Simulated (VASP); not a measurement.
## KCl: single point with r2SCAN

Crystal: KCl.

```
CELL_PARAMETERS angstrom
3.77117 0.00000 0.00000
0.00000 3.77117 0.00000
0.00000 0.00000 3.77117
ATOMIC_POSITIONS crystal
K 0.00000 0.00000 0.00000
Cl 0.50000 0.50000 0.50000
```

* Program: VASP 6.6.1
* Task: single point
* Functional: r2SCAN
* Potentials or basis: VASP PAW PBE potentials, release 64 (K_sv, Cl)
* Cutoff: 520 eV
* k mesh: 6 × 6 × 6
* Occupations: fermi-dirac, width 0.02 eV
* Spin: no spin polarisation

- Pressure: 0.0 GPa
- Band gap on the k mesh: 5.81 eV, indirect (least direct gap 6.02 eV)

Levels at points of the mesh, in eV from the valence-band top:
```tsv
k point	band 5	band 6	band 7	band 8	band 9	band 10	band 11	band 12
(0.00, 0.00, 0.00)	-11.70	-0.22	-0.22	-0.22	5.81	7.09	7.09	11.60
(0.50, 0.00, 0.00)	-11.56	-1.90	-0.23	-0.23	8.56	8.73	9.32	10.84
(0.50, 0.50, 0.00)	-11.63	-1.30	-1.30	0.00	6.86	8.08	9.73	9.73
(0.50, 0.50, 0.50)	-11.89	-1.45	-1.45	-1.45	9.67	9.67	9.67	10.96
```

Run time: 67 s on 1 thread of Intel(R) Xeon(R) Platinum 8488C (Sapphire Rapids), with other jobs on the host, peak memory 0.17 GiB.

Caveat: the PAW data sets were made with another functional, which shifts forces and pressure a little. r2SCAN opens gaps a little over a GGA but as a rule still falls short of measured ones.
